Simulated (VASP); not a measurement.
# Ta6N5 in VASP: single point with r2SCAN

Aim: the single point of Ta6N5 with r2SCAN.

Program: VASP 6.6.1. These are calculated values, not measurements. Logs are shortened: lines on timing, memory, paths and dates and some standing lists are left out, and cuts for length are marked.

## 1. The cell of the first run

The cell holds a slab with vacuum, 11 atoms: a = 3.109 Å, b = 3.109 Å, c = 27.692 Å, α = 90.00°, β = 90.00°, γ = 120.00°.

## 2. Single point, r2SCAN

Input file POSCAR:

```
Ta6N5
1.0
    3.1088180367      0.0000000000      0.0000000000
   -1.5544090183      2.6923153955      0.0000000000
    0.0000000000      0.0000000000     27.6916964884
Ta N
6 5
Direct
    0.3333333333      0.6666666667      0.2708393111
    0.0000000000      0.0000000000      0.3625035867
    0.6666666667      0.3333333333      0.4541678622
    0.3333333333      0.6666666667      0.5458321378
    0.0000000000      0.0000000000      0.6374964133
    0.6666666667      0.3333333333      0.7291606889
    0.6666666667      0.3333333333      0.3166714489
    0.3333333333      0.6666666667      0.4083357244
    0.0000000000      0.0000000000      0.5000000000
    0.6666666667      0.3333333333      0.5916642756
    0.3333333333      0.6666666667      0.6833285511
```

Input file INCAR.step1:

```
SYSTEM = Ta6N5
PREC = Accurate
ENCUT = 520
ISMEAR = 0
SIGMA = 0.1
LREAL = .False.
LASPH = .True.
NELM = 60
LDIPOL = .True.
IDIPOL = 3
DIPOL = 0.5 0.5 0.500
NBANDS = 56
GGA = PE
ALGO = Normal
EDIFF = 1E-4
LWAVE = .True.
LCHARG = .False.
```

Input file INCAR.step2:

```
SYSTEM = Ta6N5
PREC = Accurate
ENCUT = 520
EDIFF = 1E-6
ISMEAR = 0
SIGMA = 0.1
LREAL = .False.
LASPH = .True.
NELM = 60
ALGO = Normal
ISIF = 2
LWAVE = .False.
LCHARG = .False.
LDIPOL = .True.
IDIPOL = 3
DIPOL = 0.5 0.5 0.500
METAGGA = R2SCAN
LMIXTAU = .True.
NBANDS = 56
ISTART = 1
```

Input file KPOINTS:

```
regular mesh
0
Gamma
  12 12 1
  0 0 0
```

Potentials or basis: VASP PAW PBE potentials, release 64 (Ta_pv, N).

On the command line:

```bash
$ cat potpaw_PBE.64/Ta_pv/POTCAR potpaw_PBE.64/N/POTCAR > POTCAR
$ cp INCAR.step1 INCAR
$ mpirun -np 1 vasp_std > vasp.out
$ cp INCAR.step2 INCAR
$ mpirun -np 1 vasp_std > vasp.out
```

OUTCAR:

```text
SYSTEM = Ta6N5
   PREC = Accurate
   ENCUT = 520
   EDIFF = 1E-6
   ISMEAR = 0
   LREAL = .False.
   LASPH = .True.
   NELM = 60
   ISIF = 2
   METAGGA = R2SCAN
   ISTART = 1

 ion  position               nearest neighbor table
   1  0.333  0.667  0.271-   7 2.20   7 2.20   7 2.20   2 3.11   2 3.11   2 3.11
   2  0.000  0.000  0.363-   8 2.20   8 2.20   8 2.20   7 2.20   7 2.20   7 2.20   3 3.11   3 3.11
                             3 3.11   1 3.11   1 3.11   1 3.11
   3  0.667  0.333  0.454-   9 2.20   8 2.20   8 2.20   9 2.20   9 2.20   8 2.20   2 3.11   2 3.11
                             2 3.11   4 3.11   4 3.11   4 3.11
   4  0.333  0.667  0.546-   9 2.20  10 2.20  10 2.20   9 2.20   9 2.20  10 2.20   5 3.11   5 3.11
                             5 3.11   3 3.11   3 3.11   3 3.11
   5  0.000  0.000  0.637-  10 2.20  10 2.20  10 2.20  11 2.20  11 2.20  11 2.20   4 3.11   4 3.11
                             4 3.11   6 3.11   6 3.11   6 3.11
   6  0.667  0.333  0.729-  11 2.20  11 2.20  11 2.20   5 3.11   5 3.11   5 3.11
   7  0.667  0.333  0.317-   2 2.20   1 2.20   1 2.20   2 2.20   2 2.20   1 2.20
   8  0.333  0.667  0.408-   2 2.20   2 2.20   2 2.20   3 2.20   3 2.20   3 2.20
   9  0.000  0.000  0.500-   3 2.20   4 2.20   4 2.20   3 2.20   3 2.20   4 2.20
  10  0.667  0.333  0.592-   5 2.20   5 2.20   5 2.20   4 2.20   4 2.20   4 2.20
  11  0.333  0.667  0.683-   5 2.20   6 2.20   6 2.20   5 2.20   5 2.20   6 2.20

  LATTYP: Found a hexagonal cell.
 ALAT       =     3.1088180367
 C/A-ratio  =     8.9074677776

  Lattice vectors:

 A1 = (   3.1088180367,   0.0000000000,   0.0000000000)
 A2 = (  -1.5544090183,   2.6923153955,   0.0000000000)
 A3 = (   0.0000000000,   0.0000000000,  27.6916964884)

Analysis of symmetry for initial positions (statically):
=====================================================================
 Subroutine PRICEL returns:
 Original cell was already a primitive cell.

 Routine SETGRP: Setting up the symmetry group for a
 hexagonal supercell.

 Subroutine GETGRP returns: Found 12 space group operations
 (whereof 12 operations were pure point group operations)
 out of a pool of 24 trial point group operations.

The static configuration has the point symmetry D_3d.

Analysis of symmetry for dynamics (positions and initial velocities):
=====================================================================
 Subroutine PRICEL returns:
 Original cell was already a primitive cell.

 Routine SETGRP: Setting up the symmetry group for a
 hexagonal supercell.

 Subroutine GETGRP returns: Found 12 space group operations
 (whereof 12 operations were pure point group operations)
 out of a pool of 24 trial point group operations.

The dynamic configuration has the point symmetry D_3d.

 Subroutine INISYM returns: Found 12 space group operations
 (whereof 12 operations are pure point group operations),
 and found     1 'primitive' translations

----------------------------------------------------------------------------------------

                                     Primitive cell

  volume of cell :     231.7772

  direct lattice vectors                    reciprocal lattice vectors
     3.108818037  0.000000000  0.000000000     0.321665658  0.185713754  0.000000000
    -1.554409018  2.692315396  0.000000000     0.000000000  0.371427509  0.000000000
     0.000000000  0.000000000 27.691696488     0.000000000  0.000000000  0.036111908

  length of vectors
     3.108818037  3.108818037 27.691696488     0.371427509  0.371427509  0.036111908

  position of ions in fractional coordinates (direct lattice)
     0.333333333  0.666666667  0.270839311
     0.000000000  0.000000000  0.362503587
     0.666666667  0.333333333  0.454167862
     0.333333333  0.666666667  0.545832138
     0.000000000  0.000000000  0.637496413
     0.666666667  0.333333333  0.729160689
     0.666666667  0.333333333  0.316671449
     0.333333333  0.666666667  0.408335724
     0.000000000  0.000000000  0.500000000
     0.666666667  0.333333333  0.591664276
     0.333333333  0.666666667  0.683328551

  ion indices of the primitive-cell ions
   primitive index   ion index
                 1           1
                 2           2
                 3           3
                 4           4
                 5           5
                 6           6
                 7           7
                 8           8
                 9           9
                10          10
                11          11

----------------------------------------------------------------------------------------

 KPOINTS: regular mesh

Automatic generation of k-mesh.
 Grid dimensions read from file:
 generate k-points for:   12   12    1

 Generating k-lattice:

  Cartesian coordinates                     Fractional coordinates (reciprocal lattice)
     0.026805472  0.015476146  0.000000000     0.083333333  0.000000000  0.000000000
     0.000000000  0.030952292  0.000000000     0.000000000  0.083333333  0.000000000
     0.000000000  0.000000000  0.036111908     0.000000000  0.000000000  1.000000000

  Length of vectors
     0.030952292  0.030952292  0.036111908

  Shift w.r.t. Gamma in fractional coordinates (k-lattice)
     0.000000000  0.000000000  0.000000000

 Subroutine IBZKPT returns following result:
 ===========================================

 Found     19 irreducible k-points:

 Following reciprocal coordinates:
            Coordinates               Weight
  0.000000  0.000000  0.000000      1.000000
  0.083333 -0.000000  0.000000      6.000000
  0.166667 -0.000000  0.000000      6.000000
  0.250000 -0.000000  0.000000      6.000000
  0.333333 -0.000000  0.000000      6.000000
  0.416667 -0.000000  0.000000      6.000000
[... 11 lines left out ...]
  0.333333  0.250000  0.000000     12.000000
  0.333333  0.333333  0.000000      2.000000
   k-points           NKPTS =     19   k-points in BZ     NKDIM =     19   number of bands    NBANDS=     56
   number of dos      NEDOS =    301   number of ions     NIONS =     11
   total plane-waves  NPLWV = 120960
   dimension x,y,z NGX =    24 NGY =   24 NGZ =  210
   dimension x,y,z NGXF=    48 NGYF=   48 NGZF=  420
   ions per type =               6   5
   NGX,Y,Z   is equivalent  to a cutoff of  12.83, 12.83, 12.61 a.u.
   NGXF,Y,Z  is equivalent  to a cutoff of  25.67, 25.67, 25.21 a.u.
 SYSTEM =  Ta6N5
   PREC   = accura    normal or accurate (medium, high low for compatibility)
   ISTART =      1    job   : 0-new  1-cont  2-samecut
   ICHARG =      0    charge: 1-file 2-atom 10-const
   ISPIN  =      1    spin polarized calculation?
   LNONCOLLINEAR =      F non collinear calculations
   LSORBIT =      F    spin-orbit coupling
   LASPH  =      T    aspherical Exc in radial PAW
   ENCUT  =  520.0 eV  38.22 Ry    6.18 a.u.   5.78  5.78 51.49*2*pi/ulx,y,z
   NELM   =     60;   NELMIN=  2; NELMDL=  0     # of ELM steps
   EDIFF  = 0.1E-05   stopping-criterion for ELM
   LREAL  =      F    real-space projection
   EDIFFG = 0.1E-04   stopping-criterion for IOM
   NSW    =      0    number of steps for IOM
   IBRION =     -1    ionic relax: 0-MD 1-quasi-New 2-CG
   NFREE  =      0    steps in history (QN), initial steepest desc. (CG)
   ISIF   =      2    stress and relaxation
   ISYM   =      2    0-nonsym 1-usesym 2-fastsym
   POTIM  = 0.5000    time-step for ionic-motion
   TEBEG  =    0.0;   TEEND  =   0.0 temperature during run
   PSTRESS=    0.0 pullay stress
   NELECT =      91.0000    total number of electrons
   NUPDOWN=      -1.0000    fix difference up-down
   EMIN   =  10.00;   EMAX   =-10.00  energy-range for DOS
   EFERMI =   0.00;   METHOD = LEGACY
   ISMEAR =     0;   SIGMA  =   0.10  broadening in eV -4-tet -1-fermi 0-gaus
   EFERMI_NEDOS =   21; number of points for ismear=-14 and -15
   IALGO  =     38    algorithm
   IMIX   =      4    mixing-type and parameters
     AMIX     =   0.40;   BMIX     =  1.00
     AMIX_MAG =   1.60;   BMIX_MAG =  1.00
  volume/ion in A,a.u.               =      21.07       142.19
  Fermi-wavevector in a.u.,A,eV,Ry     =   1.198758  2.265325 19.551870  1.437022
  Thomas-Fermi vector in A             =   2.334639
   LORBIT       =      0    0 simple, 1 ext, 2 COOP (PROOUT), +10 PAW based schemes
   METAGGA = R2SCAN    functional components
   LHFCALC =     F    Hartree Fock is set to
   AEXX    =    0.0000 exact exchange contribution
   IVDW    =     0    specifies the selected vdW correction
   LEPSILON=     F    determine dielectric tensor
   LRPA    =     F    only Hartree local field effects (RPA)
 non-spin polarized calculation
 Gauss-broadening in eV      SIGMA  =   0.10
  energy-cutoff  :      520.00
  volume of cell :      231.78
 maximum number of plane-waves:      6275
 NGX is ok and might be reduce to    24
   NGX = 11   NGY = 11   NGZ =103

 dipolmoment           0.000000      0.000000     -0.000000 electrons x Angstroem

 number of electron      90.9999991 magnetization

 dipolmoment           0.000000      0.000000      0.000000 electrons x Angstroem

 Free energy of the ion-electron system (eV)
  ---------------------------------------------------
  ext. energy  EPLUGINS =         0.00000000
  ---------------------------------------------------
  free energy    TOTEN  =      -344.07817604 eV

  energy without entropy =     -344.05755315  energy(sigma->0) =     -344.06786459

 E-fermi :   2.5953     XC(G=0):  -8.4499

 val. band max:        2.5360117237   @ k =   0.1667  -0.0000   0.0000
 cond. band min:       2.6132261003   @ k =   0.2500   0.0833   0.0000
 fundamental gap:      0.0772143766
 Fermi energy:         2.5953474496

 k-point     1 :       0.0000    0.0000    0.0000
  band No.  band energies     occupation
      1     -35.3783      2.00000
      2     -35.2590      2.00000
      3     -34.9611      2.00000
      4     -34.7318      2.00000
      5     -34.7318      2.00000
      6     -34.7314      2.00000
[... 48 lines left out ...]
     55       3.2915      0.00000
     56       3.9886      0.00000

 k-point     2 :       0.0833   -0.0000    0.0000
  band No.  band energies     occupation
      1     -35.3590      2.00000
      2     -35.2470      2.00000
      3     -34.9645      2.00000
      4     -34.7891      2.00000
      5     -34.7724      2.00000
      6     -34.7426      2.00000
[... 48 lines left out ...]
     55       3.5826      0.00000
     56       3.9096      0.00000

 k-point     3 :       0.1667   -0.0000    0.0000
  band No.  band energies     occupation
      1     -35.3053      2.00000
      2     -35.2160      2.00000
      3     -34.9987      2.00000
      4     -34.9248      2.00000
      5     -34.8664      2.00000
      6     -34.7722      2.00000
[... 877 lines left out ...]
 k-point    18 :       0.3333    0.2500    0.0000
  band No.  band energies     occupation
      1     -35.3150      2.00000
      2     -35.2983      2.00000
      3     -35.1827      2.00000
      4     -35.1450      2.00000
      5     -35.1023      2.00000
      6     -35.0788      2.00000
[... 48 lines left out ...]
     55       5.2717      0.00000
     56       5.5088      0.00000

 k-point    19 :       0.3333    0.3333    0.0000
  band No.  band energies     occupation
      1     -35.2352      2.00000
      2     -35.2352      2.00000
      3     -35.2143      2.00000
      4     -35.2143      2.00000
      5     -35.1427      2.00000
      6     -35.0573      2.00000
[... 48 lines left out ...]
     55       5.3777      0.00000
     56       5.4500      0.00000

------------------------ aborting loop because EDIFF is reached ----------------------------------------

 vacuum level on the upper side and lower side of the slab       (xc-potential included)        -0.074        -0.074

  FORCE on cell =-STRESS in cart. coord.  units (eV):
  Direction    XX          YY          ZZ          XY          YZ          ZX
  --------------------------------------------------------------------------------------
  -------------------------------------------------------------------------------------
  Total       -5.2300135     -5.2300135     -1.5173617     -0.0000000      0.0000000      0.0000000
  in kB      -36.1528546    -36.1528546    -10.4888745     -0.0000000      0.0000000      0.0000000
  external PRESSURE =     -27.5981946 kB  Pullay stress =       0.0000000 kB

 VOLUME and BASIS-vectors are now :
 -----------------------------------------------------------------------------
  energy-cutoff  :      520.00
  volume of cell :      231.78
      direct lattice vectors                 reciprocal lattice vectors
     3.108818037  0.000000000  0.000000000     0.321665658  0.185713754  0.000000000
    -1.554409018  2.692315396  0.000000000     0.000000000  0.371427509  0.000000000
     0.000000000  0.000000000 27.691696488     0.000000000  0.000000000  0.036111908

 POSITION                                       TOTAL-FORCE (eV/Angst)
 -----------------------------------------------------------------------------------
     -0.00000      1.79488      7.50000        -0.000000      0.000000      0.571018
      0.00000      0.00000     10.03834        -0.000000     -0.000000     -0.160092
      1.55441      0.89744     12.57668         0.000000     -0.000000     -0.305148
     -0.00000      1.79488     15.11502        -0.000000      0.000000      0.305148
      0.00000      0.00000     17.65336        -0.000000      0.000000      0.160092
      1.55441      0.89744     20.19170         0.000000      0.000000     -0.571018
      1.55441      0.89744      8.76917         0.000000      0.000000     -0.276263
     -0.00000      1.79488     11.30751        -0.000000      0.000000     -0.207073
      0.00000      0.00000     13.84585         0.000000      0.000000      0.000000
      1.55441      0.89744     16.38419         0.000000     -0.000000      0.207073
     -0.00000      1.79488     18.92253        -0.000000      0.000000      0.276263
 -----------------------------------------------------------------------------------
    total drift:                                0.000000      0.000000     -0.000000

  FREE ENERGIE OF THE ION-ELECTRON SYSTEM (eV)
  ---------------------------------------------------
  free  energy   TOTEN  =      -344.0781760410 eV

  energy  without entropy=     -344.0575531468  energy(sigma->0) =     -344.06786459

 vacuum level on the upper side and lower side of the slab         7.614         7.614
```

Run time: 55 min. Hardware: 1 thread of AMD EPYC 9755, shared host; peak memory 0.44 GiB.

What came out:

```yaml
Free_energy: -344.0782 eV
Largest_force: 0.571 eV/Å
Band_gap_on_the_k_mesh: zero (an odd number of electrons rules out a gap without spin polarisation)
```

Forces on the atoms (eV/Å):
```
Ta   0.000  0.000  0.571
Ta   0.000  0.000 -0.160
Ta   0.000  0.000 -0.305
Ta   0.000  0.000  0.305
Ta   0.000  0.000  0.160
Ta   0.000  0.000 -0.571
N    0.000  0.000 -0.276
N    0.000  0.000 -0.207
N    0.000  0.000  0.000
N    0.000  0.000  0.207
N    0.000  0.000  0.276
```

Caveat: the PAW data sets were made with another functional, which shifts forces and pressure a little; spin-orbit coupling is left out, which moves the levels of the heavy elements; an odd number of electrons without spin polarisation forces a metal; a magnetic or distorted state may lie lower.

The gap in the log of VASP goes by the Fermi energy; the results here count the filled bands.